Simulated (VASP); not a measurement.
CaO: single point with PBE

CaO:

```
CELL_PARAMETERS angstrom
0.00000 2.41544 2.41544
2.41544 0.00000 2.41544
2.41544 2.41544 0.00000
ATOMIC_POSITIONS crystal
Ca 0.00000 0.00000 0.00000
O 0.50000 0.50000 0.50000
```

| Item | Value |
| --- | --- |
| Program | VASP 6.6.1 |
| Task | single point |
| Functional | PBE |
| Potentials or basis | VASP PAW PBE potentials, release 64 (Ca_sv, O) |
| Cutoff | 520 eV |
| k mesh | 10 × 10 × 10 |
| Occupations | fermi-dirac, width 0.05 eV |
| Spin | no spin polarisation |
| Dipole correction | no |
| Further INCAR settings | ALGO = Normal; EDIFF = 1e-06; NBANDS = 15 |

| Quantity | Value |
| --- | --- |
| Pressure | 0.5 GPa |
| Band gap on the k mesh | 3.64 eV, indirect (least direct gap 4.02 eV) |

Levels at points of the mesh, in eV from the valence-band top:
| k point | band 6 | band 7 | band 8 | band 9 | band 10 | band 11 |
| --- | --- | --- | --- | --- | --- | --- |
| (0.00, 0.00, 0.00) | 0.00 | 0.00 | 0.00 | 4.59 | 6.19 | 6.19 |
| (0.50, 0.00, 0.00) | -2.60 | -1.17 | -1.17 | 6.98 | 8.27 | 8.27 |
| (0.50, 0.50, 0.00) | -1.31 | -0.38 | -0.38 | 3.64 | 7.93 | 8.81 |

Run time: 36 s on 1 thread of AMD EPYC 7R43 64-Core Processor (Zen 3), on a shared host, peak memory 0.13 GiB.

A k mesh can miss the band edges.
